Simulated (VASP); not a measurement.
**FePt: single point with LDA+U**

The system is FePt.

```
Pt Fe
1.0
     2.72350    0.00000    0.00000
     0.00000    2.72350    0.00000
     0.00000    0.00000    3.72000
Pt Fe
1 1
Direct
  0.50000 0.50000 0.50000
  0.00000 0.00000 0.00000
```

```
Program                : VASP 6.6.1
Task                   : single point
Functional             : LDA
Potentials or basis    : VASP PAW LDA potentials, release 64 (Pt, Fe)
Cutoff                 : 310 eV
k mesh                 : 13 × 13 × 10
Occupations            : tetrahedron, width 0.1 eV
Spin                   : collinear spin, ferromagnetic start
Starting moments       : [0.0, 3.0] μB
Hubbard terms          : Fe d U = 5 eV, Pt d U = 5 eV
Tolerance level        : standard
Purpose                : density of states
K density              : 11 × 11 × 8
Further INCAR settings : ALGO = Normal; EDIFF = 1e-06; NBANDS = 31
```

```yaml
Net_moment: 3.67 μB per cell
Site_moments: Pt +0.21; Fe +3.47 μB
Valence_electrons_inside_the_program's_atomic_spheres: Pt 9.88; Fe 6.93
Density_of_states_at_the_Fermi_level: 0.50 states/eV/atom
```

Levels at points of the mesh, in eV from the Fermi level:
Spin up:
| k point | band 8 | band 9 | band 10 | band 11 | band 12 | band 13 | band 14 | band 15 |
| --- | --- | --- | --- | --- | --- | --- | --- | --- |
| (0.00, 0.00, 0.00) | -4.12 | -1.90 | -1.90 | -1.51 | 2.34 | 9.16 | 11.73 | 11.73 |
| (0.00, 0.00, 0.50) | -4.33 | -3.39 | -2.98 | -2.98 | -1.66 | 14.35 | 14.52 | 15.76 |
Spin down:
| k point | band 4 | band 5 | band 6 | band 7 | band 8 | band 9 | band 10 | band 11 |
| --- | --- | --- | --- | --- | --- | --- | --- | --- |
| (0.00, 0.00, 0.00) | -2.82 | -2.82 | -2.54 | -1.47 | 1.58 | 2.79 | 2.79 | 2.81 |
| (0.00, 0.00, 0.50) | -3.28 | -2.89 | -2.66 | -2.66 | -1.39 | 1.45 | 1.84 | 1.84 |

It took 33 s on 4 MPI ranks on Intel(R) Xeon(R) Platinum 8488C (Sapphire Rapids), with other jobs on the host, peak memory 0.21 GiB a rank.

Caveat: spin-orbit coupling is left out, which moves the levels of the heavy elements; the U is typed as a test and isn't derived for this compound. The state reached can hang on the start; a lower one may exist.
